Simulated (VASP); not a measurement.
# TiNi (P4/mmm) in VASP: a series of runs

TiNi is run at these levels: r2SCAN; tasks: single point.

Everything below comes from runs of VASP 6.6.1. Logs are shortened: lines on timing, memory, paths and dates and some standing lists are left out, and cuts for length are marked.

### 1 The cell of the first run

Symmetry: P4/mmm, No. 123, tetragonal system. The conventional cell has a = 2.978 Å, b = 2.978 Å, c = 3.034 Å, α = 90.00°, β = 90.00°, γ = 90.00°. Ti (site symmetry 4/mmm) has 8 Ni at 2.59 Å and 6 Ti at 2.98 to 3.03 Å within 3.4 Å. Ni (site symmetry 4/mmm) has 8 Ti at 2.59 Å and 6 Ni at 2.98 to 3.03 Å within 3.4 Å.

### 2 Single point, r2SCAN (uniaxial strain along c: +1.5 %)

POSCAR

```
TiNi
1.0
    2.9775815384      0.0000000000      0.0000000000
    0.0000000000      2.9775815384      0.0000000000
    0.0000000000      0.0000000000      3.0336213415
Ti Ni
1 1
Direct
    0.5000000000      0.5000000000      0.5000000000
    0.0000000000      0.0000000000      0.0000000000
```

INCAR.step1

```
ALGO     = Normal         # electronic algorithm
EDIFF    = 1E-4           # SCF threshold, eV
ENCUT    = 520            # plane-wave cutoff, eV
GGA      = PE             # functional
ISMEAR   = 0              # smearing method
LASPH    = T              # aspherical terms in the spheres
LCHARG   = F              # write CHGCAR
LREAL    = F              # projectors in reciprocal space
LWAVE    = T              # write WAVECAR
NBANDS   = 18             # bands
NELM     = 100            # most SCF steps
PREC     = Accurate       # precision mode
SIGMA    = 0.1            # smearing width, eV
```

INCAR.step2

```
ALGO     = Normal         # electronic algorithm
EDIFF    = 1E-6           # SCF threshold, eV
ENCUT    = 520            # plane-wave cutoff, eV
ISIF     = 2              # what is computed and relaxed
ISMEAR   = 0              # smearing method
ISTART   = 1            
LASPH    = T              # aspherical terms in the spheres
LCHARG   = T              # write CHGCAR
LELF     = T              # ELF
LMIXTAU  = T            
LREAL    = F              # projectors in reciprocal space
LVHAR    = T            
LWAVE    = F              # write WAVECAR
METAGGA  = R2SCAN         # meta-GGA
NBANDS   = 18             # bands
NELM     = 100            # most SCF steps
PREC     = Accurate       # precision mode
SIGMA    = 0.1            # smearing width, eV
```

KPOINTS

```
k-points
0
Gamma
  18 18 18
```

Potentials or basis: VASP PAW PBE potentials, release 64 (Ti_sv, Ni).

Launch:

```
cat potpaw_PBE.64/Ti_sv/POTCAR potpaw_PBE.64/Ni/POTCAR > POTCAR
cp INCAR.step1 INCAR
mpirun -np 1 vasp_std > vasp.out
cp INCAR.step2 INCAR
mpirun -np 1 vasp_std > vasp.out
```

OUTCAR:

```text
EDIFF = 1E-6
   ENCUT = 520
   ISIF = 2
   ISMEAR = 0
   ISTART = 1
   LASPH = T
   LREAL = F
   METAGGA = R2SCAN
   NELM = 100
   PREC = Accurate

 ion  position               nearest neighbor table
   1  0.500  0.500  0.500-   2 2.59   2 2.59   2 2.59   2 2.59   2 2.59   2 2.59   2 2.59   2 2.59

   2  0.000  0.000  0.000-   1 2.59   1 2.59   1 2.59   1 2.59   1 2.59   1 2.59   1 2.59   1 2.59

  LATTYP: Found a simple tetragonal cell.
 ALAT       =     2.9775815384
 C/A-ratio  =     1.0188205772

  Lattice vectors:

 A1 = (   2.9775815384,   0.0000000000,   0.0000000000)
 A2 = (   0.0000000000,   2.9775815384,   0.0000000000)
 A3 = (   0.0000000000,   0.0000000000,   3.0336213415)

Analysis of symmetry for initial positions (statically):
=====================================================================
 Subroutine PRICEL returns:
 Original cell was already a primitive cell.

 Routine SETGRP: Setting up the symmetry group for a
 simple tetragonal supercell.

 Subroutine GETGRP returns: Found 16 space group operations
 (whereof 16 operations were pure point group operations)
 out of a pool of 16 trial point group operations.

The static configuration has the point symmetry D_4h.

Analysis of symmetry for dynamics (positions and initial velocities):
=====================================================================
 Subroutine PRICEL returns:
 Original cell was already a primitive cell.

 Routine SETGRP: Setting up the symmetry group for a
 simple tetragonal supercell.

 Subroutine GETGRP returns: Found 16 space group operations
 (whereof 16 operations were pure point group operations)
 out of a pool of 16 trial point group operations.

The dynamic configuration has the point symmetry D_4h.

 Subroutine INISYM returns: Found 16 space group operations
 (whereof 16 operations are pure point group operations),
 and found     1 'primitive' translations

----------------------------------------------------------------------------------------

                                     Primitive cell

  volume of cell :      26.8961

  direct lattice vectors                    reciprocal lattice vectors
     2.977581538  0.000000000  0.000000000     0.335843028  0.000000000  0.000000000
     0.000000000  2.977581538  0.000000000     0.000000000  0.335843028  0.000000000
     0.000000000  0.000000000  3.033621341     0.000000000  0.000000000  0.329639031

  length of vectors
     2.977581538  2.977581538  3.033621341     0.335843028  0.335843028  0.329639031

  position of ions in fractional coordinates (direct lattice)
     0.500000000  0.500000000  0.500000000
     0.000000000  0.000000000  0.000000000

  ion indices of the primitive-cell ions
   primitive index   ion index
                 1           1
                 2           2

----------------------------------------------------------------------------------------

 KPOINTS: k-points

Automatic generation of k-mesh.
 Grid dimensions read from file:
 generate k-points for:   18   18   18

 Generating k-lattice:

  Cartesian coordinates                     Fractional coordinates (reciprocal lattice)
     0.018657946  0.000000000  0.000000000     0.055555556  0.000000000  0.000000000
     0.000000000  0.018657946  0.000000000     0.000000000  0.055555556  0.000000000
     0.000000000  0.000000000  0.018313280     0.000000000  0.000000000  0.055555556

  Length of vectors
     0.018657946  0.018657946  0.018313280

  Shift w.r.t. Gamma in fractional coordinates (k-lattice)
     0.000000000  0.000000000  0.000000000

 Subroutine IBZKPT returns following result:
 ===========================================

 Found    550 irreducible k-points:

 Following reciprocal coordinates:
            Coordinates               Weight
  0.000000  0.000000  0.000000      1.000000
  0.055556  0.000000  0.000000      4.000000
  0.111111  0.000000  0.000000      4.000000
  0.166667  0.000000  0.000000      4.000000
  0.222222  0.000000  0.000000      4.000000
  0.277778  0.000000  0.000000      4.000000
[... 16 lines left out ...]
  0.277778  0.111111  0.000000      8.000000
  0.333333  0.111111  0.000000      8.000000
 [... further k-points ...]
   k-points           NKPTS =    550   k-points in BZ     NKDIM =    550   number of bands    NBANDS=     18
   number of dos      NEDOS =    301   number of ions     NIONS =      2
   total plane-waves  NPLWV =  13824
   dimension x,y,z NGX =    24 NGY =   24 NGZ =   24
   dimension x,y,z NGXF=    48 NGYF=   48 NGZF=   48
   ions per type =               1   1
   NGX,Y,Z   is equivalent  to a cutoff of  13.40, 13.40, 13.15 a.u.
   NGXF,Y,Z  is equivalent  to a cutoff of  26.80, 26.80, 26.30 a.u.
 SYSTEM =  unknown system
   PREC   = accura    normal or accurate (medium, high low for compatibility)
   ISTART =      1    job   : 0-new  1-cont  2-samecut
   ICHARG =      0    charge: 1-file 2-atom 10-const
   ISPIN  =      1    spin polarized calculation?
   LNONCOLLINEAR =      F non collinear calculations
   LSORBIT =      F    spin-orbit coupling
   LASPH  =      T    aspherical Exc in radial PAW
   ENCUT  =  520.0 eV  38.22 Ry    6.18 a.u.   5.54  5.54  5.64*2*pi/ulx,y,z
   NELM   =    100;   NELMIN=  2; NELMDL=  0     # of ELM steps
   EDIFF  = 0.1E-05   stopping-criterion for ELM
   LREAL  =      F    real-space projection
   EDIFFG = 0.1E-04   stopping-criterion for IOM
   NSW    =      0    number of steps for IOM
   IBRION =     -1    ionic relax: 0-MD 1-quasi-New 2-CG
   NFREE  =      0    steps in history (QN), initial steepest desc. (CG)
   ISIF   =      2    stress and relaxation
   ISYM   =      2    0-nonsym 1-usesym 2-fastsym
   POTIM  = 0.5000    time-step for ionic-motion
   TEBEG  =    0.0;   TEEND  =   0.0 temperature during run
   PSTRESS=    0.0 pullay stress
   NELECT =      22.0000    total number of electrons
   NUPDOWN=      -1.0000    fix difference up-down
   EMIN   =  10.00;   EMAX   =-10.00  energy-range for DOS
   EFERMI =   0.00;   METHOD = LEGACY
   ISMEAR =     0;   SIGMA  =   0.10  broadening in eV -4-tet -1-fermi 0-gaus
   EFERMI_NEDOS =   21; number of points for ismear=-14 and -15
   IALGO  =     38    algorithm
   IMIX   =      4    mixing-type and parameters
     AMIX     =   0.40;   BMIX     =  1.00
     AMIX_MAG =   1.60;   BMIX_MAG =  1.00
  volume/ion in A,a.u.               =      13.45        90.75
  Fermi-wavevector in a.u.,A,eV,Ry     =   1.531039  2.893244 31.893136  2.344079
  Thomas-Fermi vector in A             =   2.638438
   LORBIT       =      0    0 simple, 1 ext, 2 COOP (PROOUT), +10 PAW based schemes
   METAGGA = R2SCAN    functional components
   LHFCALC =     F    Hartree Fock is set to
   AEXX    =    0.0000 exact exchange contribution
   IVDW    =     0    specifies the selected vdW correction
   LEPSILON=     F    determine dielectric tensor
   LRPA    =     F    only Hartree local field effects (RPA)
 non-spin polarized calculation
 Gauss-broadening in eV      SIGMA  =   0.10
  energy-cutoff  :      520.00
  volume of cell :       26.90
 maximum number of plane-waves:       743
 NGX is ok and might be reduce to    24
   NGX = 11   NGY = 11   NGZ = 11

 number of electron      21.9999992 magnetization

 Free energy of the ion-electron system (eV)
  ---------------------------------------------------
  ext. energy  EPLUGINS =         0.00000000
  ---------------------------------------------------
  free energy    TOTEN  =       -25.57886395 eV

  energy without entropy =      -25.56615211  energy(sigma->0) =      -25.57250803

 E-fermi :   9.5099     XC(G=0): -13.5096

 val. band max:        9.5069576536   @ k =   0.4444   0.2222   0.2778
 cond. band min:       9.5105166533   @ k =   0.3333   0.3333   0.1667
 fundamental gap:      0.0035589997
 Fermi energy:         9.5099390838

 k-point     1 :       0.0000    0.0000    0.0000
  band No.  band energies     occupation
      1     -50.1319      2.00000
      2     -25.1984      2.00000
      3     -25.1719      2.00000
      4     -25.1719      2.00000
      5       1.2556      2.00000
      6       5.4524      2.00000
[... 10 lines left out ...]
     17      18.7125      0.00000
     18      18.7125      0.00000

 k-point     2 :       0.0556    0.0000    0.0000
  band No.  band energies     occupation
      1     -50.1309      2.00000
      2     -25.1976      2.00000
      3     -25.1815      2.00000
      4     -25.1712      2.00000
      5       1.3191      2.00000
      6       5.4787      2.00000
[... 10 lines left out ...]
     17      18.3666      0.00000
     18      18.8582      0.00000

 k-point     3 :       0.1111    0.0000    0.0000
  band No.  band energies     occupation
      1     -50.1280      2.00000
      2     -25.2092      2.00000
      3     -25.1954      2.00000
      4     -25.1690      2.00000
      5       1.5076      2.00000
      6       5.5557      2.00000
[... 10 lines left out ...]
     17      18.6508      0.00000
     18      19.2718      0.00000

 k-point     4 :       0.1667    0.0000    0.0000
  band No.  band energies     occupation
      1     -50.1235      2.00000
      2     -25.2515      2.00000
      3     -25.1921      2.00000
      4     -25.1656      2.00000
      5       1.8153      2.00000
      6       5.6753      2.00000
[... 10 lines left out ...]
     17      19.3036      0.00000
     18      19.8997      0.00000

 k-point     5 :       0.2222    0.0000    0.0000
  band No.  band energies     occupation
      1     -50.1180      2.00000
      2     -25.3030      2.00000
      3     -25.1879      2.00000
      4     -25.1616      2.00000
      5       2.2326      2.00000
      6       5.8053      2.00000
[... 10 lines left out ...]
     17      20.1126      0.00000
     18      20.6878      0.00000

 k-point     6 :       0.2778    0.0000    0.0000
  band No.  band energies     occupation
      1     -50.1122      2.00000
      2     -25.3574      2.00000
      3     -25.1835      2.00000
      4     -25.1572      2.00000
      5       2.7450      2.00000
      6       5.9106      2.00000
[... 10 lines left out ...]
     17      21.0342      0.00000
     18      21.5941      0.00000

 k-point     7 :       0.3333    0.0000    0.0000
  band No.  band energies     occupation
      1     -50.1067      2.00000
      2     -25.4082      2.00000
      3     -25.1793      2.00000
      4     -25.1531      2.00000
      5       3.3316      2.00000
      6       5.9602      2.00000
[... 10 lines left out ...]
     17      22.0386      0.00000
     18      22.5884      0.00000

 k-point     8 :       0.3889    0.0000    0.0000
  band No.  band energies     occupation
      1     -50.1022      2.00000
      2     -25.4494      2.00000
      3     -25.1759      2.00000
      4     -25.1498      2.00000
      5       3.9593      2.00000
      6       5.9060      2.00000
[... 10 lines left out ...]
     17      23.1030      0.00000
     18      23.6464      0.00000
[... 229 lines left out ...]
     17      23.2359      0.00000
     18      25.0494      0.00000

 k-point    20 :       0.1111    0.1111    0.0000
  band No.  band energies     occupation
      1     -50.1241      2.00000
      2     -25.2086      2.00000
      3     -25.2033      2.00000
      4     -25.1924      2.00000
      5       1.7532      2.00000
      6       5.6443      2.00000
[... 10 lines left out ...]
     17      18.3180      0.00000
     18      19.1636      0.00000

 k-point    21 :       0.1667    0.1111    0.0000
  band No.  band energies     occupation
      1     -50.1196      2.00000
      2     -25.2481      2.00000
      3     -25.2020      2.00000
      4     -25.1889      2.00000
      5       2.0527      2.00000
      6       5.7462      2.00000
[... 10 lines left out ...]
     17      18.6719      0.00000
     18      19.7475      0.00000

 k-point    22 :       0.2222    0.1111    0.0000
  band No.  band energies     occupation
      1     -50.1142      2.00000
      2     -25.2990      2.00000
      3     -25.1975      2.00000
      4     -25.1847      2.00000
      5       2.4575      2.00000
      6       5.8671      2.00000
[... 10 lines left out ...]
     17      19.3117      0.00000
     18      20.4884      0.00000

 k-point    23 :       0.2778    0.1111    0.0000
  band No.  band energies     occupation
      1     -50.1085      2.00000
      2     -25.3529      2.00000
      3     -25.1927      2.00000
      4     -25.1802      2.00000
      5       2.9523      2.00000
      6       5.9738      2.00000
[... 10 lines left out ...]
     17      20.0320      0.00000
     18      21.3478      0.00000

 k-point    24 :       0.3333    0.1111    0.0000
  band No.  band energies     occupation
      1     -50.1030      2.00000
      2     -25.4032      2.00000
      3     -25.1882      2.00000
      4     -25.1759      2.00000
      5       3.5146      2.00000
      6       6.0210      2.00000
[... 10 lines left out ...]
     17      20.7769      0.00000
     18      22.2957      0.00000

 [... further k-points ...]
[... 5 lines left out ...]
  --------------------------------------------------------------------------------------
  -------------------------------------------------------------------------------------
  Total       -0.1302625     -0.1302625     -0.2016503      0.0000000      0.0000000     -0.0000000
  in kB       -7.7596344     -7.7596344    -12.0121509      0.0000000      0.0000000     -0.0000000
  external PRESSURE =      -9.1771399 kB  Pullay stress =       0.0000000 kB

 VOLUME and BASIS-vectors are now :
 -----------------------------------------------------------------------------
  energy-cutoff  :      520.00
  volume of cell :       26.90
      direct lattice vectors                 reciprocal lattice vectors
     2.977581538  0.000000000  0.000000000     0.335843028  0.000000000  0.000000000
     0.000000000  2.977581538  0.000000000     0.000000000  0.335843028  0.000000000
     0.000000000  0.000000000  3.033621341     0.000000000  0.000000000  0.329639031

 POSITION                                       TOTAL-FORCE (eV/Angst)
 -----------------------------------------------------------------------------------
      1.48879      1.48879      1.51681         0.000000      0.000000      0.000000
      0.00000      0.00000      0.00000         0.000000      0.000000      0.000000
 -----------------------------------------------------------------------------------
    total drift:                                0.000000      0.000000     -0.000000

  FREE ENERGIE OF THE ION-ELECTRON SYSTEM (eV)
  ---------------------------------------------------
  free  energy   TOTEN  =       -25.5788639481 eV

  energy  without entropy=      -25.5661521108  energy(sigma->0) =      -25.57250803
```

Run time: 24 min. Hardware: 1 thread of Oxide Virtual Turin-like, shared host; peak memory 0.34 GiB.

What came out:

```yaml
Free_energy: -25.5789 eV
Pressure: -0.9 GPa
Band_gap_on_the_k_mesh: zero (band 11 reaches 9.98 eV, above the bottom of band 12 at 8.22 eV)
```

Caveat: the cell differs from its parent crystal (uniaxial strain along c: +1.5 %); the PAW data sets were made with another functional, which shifts forces and pressure a little. Spin polarisation is off, so any magnetic state and its effect on volume and gap are missing.

### 3 Single point, r2SCAN (uniaxial strain along c: +3.0 %)

POSCAR

```
TiNi
1.0
    2.9663735778      0.0000000000      0.0000000000
    0.0000000000      2.9663735778      0.0000000000
    0.0000000000      0.0000000000      3.0784531840
Ti Ni
1 1
Direct
    0.5000000000      0.5000000000      0.5000000000
    0.0000000000      0.0000000000      0.0000000000
```

INCAR.step1

```
ALGO = Normal ; EDIFF = 1E-4
ENCUT = 520 ; GGA = PE
ISMEAR = 0 ; LASPH = T
LCHARG = F ; LREAL = F
LWAVE = T ; NBANDS = 18
NELM = 80 ; PREC = Accurate
SIGMA = 0.1
```

INCAR.step2

```
ALGO = Normal ; EDIFF = 1E-7
ENCUT = 520 ; ISIF = 2
ISMEAR = 0 ; ISTART = 1
LASPH = T ; LCHARG = T
LELF = T ; LMIXTAU = T
LREAL = F ; LVHAR = T
LWAVE = F ; METAGGA = R2SCAN
NBANDS = 18 ; NELM = 80
PREC = Accurate ; SIGMA = 0.1
```

KPOINTS is that of step 2.

Potentials or basis: VASP PAW PBE potentials, release 64 (Ti_sv, Ni).

Launch:

```
cat potpaw_PBE.64/Ti_sv/POTCAR potpaw_PBE.64/Ni/POTCAR > POTCAR
cp INCAR.step1 INCAR
mpirun -np 1 vasp_std > vasp.out
cp INCAR.step2 INCAR
mpirun -np 1 vasp_std > vasp.out
```

It took 23 min on 1 thread of Oxide Virtual Turin-like, shared host; peak memory 0.35 GiB.

Results (log left out):

| Item | Value |
| --- | --- |
| Free energy | -25.5756 eV |
| Pressure | -2.1 GPa |
| Band gap on the k mesh | zero (band 11 reaches 9.91 eV, above the bottom of band 12 at 8.16 eV) |

Stress tensor (GPa, compression positive):
```
-1.67  0.00  0.00
 0.00 -1.67  0.00
 0.00  0.00 -2.89
```

Levels at points of the mesh, in eV from the Fermi level:
| k point | band 8 | band 9 | band 10 | band 11 | band 12 | band 13 | band 14 | band 15 |
| --- | --- | --- | --- | --- | --- | --- | --- | --- |
| (0.00, 0.00, 0.00) | -2.09 | -2.09 | -1.96 | 0.40 | 0.61 | 2.63 | 2.63 | 2.70 |
| (0.50, 0.00, 0.00) | -2.26 | -2.15 | -1.77 | -0.61 | -0.55 | 0.42 | 0.78 | 2.26 |
| (0.50, 0.50, 0.00) | -2.97 | -1.27 | -0.62 | 0.50 | 0.50 | 1.20 | 2.27 | 2.27 |
| (0.00, 0.00, 0.50) | -2.13 | -2.13 | -1.71 | -0.86 | -0.76 | 0.82 | 0.82 | 2.39 |
| (0.50, 0.00, 0.50) | -2.75 | -1.37 | -0.80 | 0.16 | 0.26 | 0.87 | 2.30 | 2.40 |
| (0.50, 0.50, 0.50) | -2.36 | -2.21 | -2.21 | -1.35 | -1.25 | 3.17 | 3.35 | 6.52 |

Caveat: the cell differs from its parent crystal (uniaxial strain along c: +3.0 %); the PAW data sets were made with another functional, which shifts forces and pressure a little. Spin polarisation is off, so any magnetic state and its effect on volume and gap are missing.
